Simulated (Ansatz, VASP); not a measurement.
**MnO in VASP and in Ansatz**

Contents of INCAR:

```
PREC     = Accurate       # precision mode
ENCUT    = 600            # plane-wave cutoff, eV
EDIFF    = 1E-6           # SCF threshold, eV
ISMEAR   = 0              # smearing method
SIGMA    = 0.1            # smearing width, eV
LREAL    = F              # projectors in reciprocal space
LASPH    = T              # aspherical terms in the spheres
NELM     = 150            # most SCF steps
ALGO     = Fast           # electronic algorithm
ISIF     = 3              # what is computed and relaxed
LWAVE    = F              # write WAVECAR
LCHARG   = F              # write CHGCAR
ISPIN    = 2              # spin polarisation
MAGMOM   = 4 4 4 4 0 0 0 0 # initial moments
LORBIT   = 11             # projections on sites
LMAXMIX  = 4              # l up to which the mixer works
GGA      = PE             # functional
IBRION   = 2              # ionic algorithm
NSW      = 90             # ionic steps
EDIFFG   = -0.04          # ionic threshold
```

File KPOINTS:

```
Automatic mesh
0
Gamma
  4 4 4
```

File POSCAR:

```
MnO
1.0
   -3.0242472700      3.0242472700      3.0242472700
    3.0242472700     -3.0242472700      3.0242472700
    3.0242472700      3.0242472700     -3.0242472700
Mn O
4 4
Direct
    0.3171980400      0.3171980400      0.3171980400
    0.0000000000      0.0000000000      0.6828019600
    0.0000000000      0.6828019600      0.0000000000
    0.6828019600      0.0000000000      0.0000000000
    0.6828019600      0.6828019600      0.6828019600
    0.0000000000      0.0000000000      0.3171980400
    0.0000000000      0.3171980400      0.0000000000
    0.3171980400      0.0000000000      0.0000000000
```

Input for Ansatz:

```yaml
crystal:
  lattice:
    - [-3.02424727, 3.02424727, 3.02424727]
    - [3.02424727, -3.02424727, 3.02424727]
    - [3.02424727, 3.02424727, -3.02424727]
  atoms:
    - { symbol: Mn, position: [0.31719804, 0.31719804, 0.31719804], spin: 4.0 }
    - { symbol: Mn, position: [0.0, 0.0, 0.68280196], spin: 4.0 }
    - { symbol: Mn, position: [0.0, 0.68280196, 0.0], spin: 4.0 }
    - { symbol: Mn, position: [0.68280196, 0.0, 0.0], spin: 4.0 }
    - { symbol: O, position: [0.68280196, 0.68280196, 0.68280196] }
    - { symbol: O, position: [0.0, 0.0, 0.31719804] }
    - { symbol: O, position: [0.0, 0.31719804, 0.0] }
    - { symbol: O, position: [0.31719804, 0.0, 0.0] }
basis:
  ecutwfc: 420
kpoints:
  mp_grid: { grid: [4, 4, 4] }
hamiltonian:
  xc: pbe
scf:
  occupations: { method: gaussian, width: 0.1 }
  lower_state_search: "off"
output:
  forces: true
  stress: true
  eigenvalues: true
  populations: true
magnetization:
  spin_polarized: true
relax:
  adjacent_minimum: "off"
  f_tol: 0.04
  max_steps: 70
  cell: { stress_tol: 0.4 }
```

Alike in both runs: task relaxation of cell and atoms; functional PBE; k mesh 4 × 4 × 4; occupations gaussian, width 0.1 eV; collinear spin.

|  | VASP | Ansatz |
| --- | --- | --- |
| version | VASP 6.6.1 | Ansatz 0.2.0 |
| potentials or method | VASP PAW PBE potentials, release 64 (Mn_pv, O), cutoff 600 eV | scalar-relativistic, plane waves, PAW |
| valence electrons in the cell | 76 | 84 |

```csv
,VASP,Ansatz,Ansatz less VASP
"gap on the k mesh at the Fermi level, each at its own relaxed structure (eV)",none,none,-
net moment per atom (μB),2.48,2.47,-0.010
size of the moment on the site where the two differ most (μB),4.40,3.81,-0.591
relaxed volume (Å³/atom),17.18,17.03,-0.148
relaxed length of the cell vector where the two differ most in proportion (Å),5.631,5.615,-0.0162
```

Site moments also hang on the region over which each program counts them. A gap of «none» marks a metal or a gap that the smearing closes. VASP's potentials hold 76 valence electrons a cell and Ansatz's 84, so a difference there can come from the potentials and not from the codes.

The k mesh is coarse, so the values compare programs but aren't converged. Noted on VASP's run: the volume moved by over 15 % at a fixed basis, so the end points are rough.
